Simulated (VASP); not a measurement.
**CrInF3: single point with PBE**

Crystal: CrInF3.

```xyz
5
Lattice="3.9733 0.0000 0.0000 0.0000 3.9733 0.0000 0.0000 0.0000 3.9733" Properties=species:S:1:pos:R:3 pbc="T T T"
Cr    0.0000    0.0000    0.0000
In    1.9866    1.9866    1.9866
F     1.9866    0.0000    0.0000
F     0.0000    0.0000    1.9866
F     0.0000    1.9866    0.0000
```

```
Program                : VASP 6.6.1
Task                   : single point
Functional             : PBE
Potentials or basis    : VASP PAW PBE potentials, release 64 (Cr_pv, In_d, F)
Cutoff                 : 520 eV
k mesh                 : 4 × 4 × 4
Occupations            : gaussian, width 0.1 eV
Spin                   : collinear spin, ferromagnetic start
Starting moments       : [3.0, 0.0, 0.0, 0.0, 0.0] μB
Dipole correction      : no
Further INCAR settings : ALGO = Normal; EDIFF = 1e-06; NBANDS = 35
```

The pressure is 21.4 GPa and the net moment is 3.91 μB per cell. The site moments are Cr +3.60; In +0.00; F +0.03 μB. The valence electrons inside the program's atomic spheres are Cr 10.66; In 11.28; F 6.12.

Levels at points of the mesh, in eV from the Fermi level:
Spin up:
```tsv
k point	band 22	band 23	band 24	band 25	band 26	band 27	band 28	band 29
(0.00, 0.00, 0.00)	-2.70	-2.70	-2.70	-1.17	-1.17	4.44	4.44	4.44
(0.50, 0.00, 0.00)	-2.69	-1.94	-1.94	-1.16	-0.86	0.72	4.11	4.11
(0.50, 0.50, 0.00)	-1.91	-1.91	-1.44	-0.66	1.21	1.21	1.29	3.38
(0.50, 0.50, 0.50)	-1.44	-1.44	-1.44	1.29	1.29	2.81	2.81	2.81
```
Spin down:
```
           k point  band 19  band 20  band 21  band 22  band 23  band 24
(0.00, 0.00, 0.00)    -7.27    -7.27    -6.12     0.83     0.83     0.83
(0.50, 0.00, 0.00)    -7.21    -7.21    -3.29    -0.37     0.86     1.37
(0.50, 0.50, 0.00)    -7.77    -6.70    -2.97     1.28     1.28     1.59
(0.50, 0.50, 0.50)    -6.72    -6.72    -4.33     2.01     2.01     2.01
```

Run time: 37 s on 1 thread of AMD EPYC 7R13 Processor (Zen 3), on a shared host, peak memory 0.17 GiB.

Caveat: the k points lie up to 0.40 Å⁻¹ apart; spin-orbit coupling is left out, which moves the levels of the heavy elements; a cell with one magnetic atom can't hold antiferromagnetic order, which such compounds often take; semilocal functionals often make such compounds metallic where correlation or magnetic order opens a gap, which also shifts bond lengths. With open d or f shells a metallic result of PBE can be an artefact of self-interaction; +U or a hybrid may open a gap.
